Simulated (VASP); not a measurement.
**Ti: single point with PBEsol+D3(BJ)**

Ti:

```
CELL_PARAMETERS angstrom
4.43410 0.00000 0.00000
-2.21705 3.84004 0.00000
0.00000 0.00000 2.75266
ATOMIC_POSITIONS crystal
Ti 0.00000 0.00000 0.00000
Ti 0.33333 0.66667 0.50000
Ti 0.66667 0.33333 0.50000
```

This isn't the form of Ti at room conditions, which is hcp.

```json
{
 "Program": "VASP 6.6.1",
 "Task": "single point",
 "Functional": "PBEsol",
 "Dispersion": "D3(BJ)",
 "Potentials or basis": "VASP PAW PBE potentials, release 64 (Ti_sv)",
 "Cutoff": "520 eV",
 "k mesh": "8 × 8 × 11",
 "Occupations": "fermi-dirac, width 0.05 eV",
 "Spin": "no spin polarisation"
}
```

| Property | Result |
| --- | --- |
| Pressure | -0.3 GPa |
| Band gap on the k mesh | zero (bands 18 and 19 overlap by 0.40 eV) |
| Dispersion energy per atom | -0.668 eV |

Levels at points of the mesh, in eV from the Fermi level:
```csv
k point,band 15,band 16,band 17,band 18,band 19,band 20,band 21,band 22
"(0.00, 0.00, 0.00)",-0.72,-0.72,-0.62,-0.62,0.00,0.74,1.40,1.40
"(0.50, 0.00, 0.00)",-2.87,-0.51,-0.49,-0.41,0.02,0.60,1.07,1.45
```

Run time: 59 s on 1 thread of Intel(R) Xeon(R) Platinum 8259CL CPU @ 2.50GHz (Skylake/Cascade Lake), on a shared host, peak memory 0.2 GiB.

Caveat: the PAW data sets were made with another functional, which shifts forces and pressure a little.
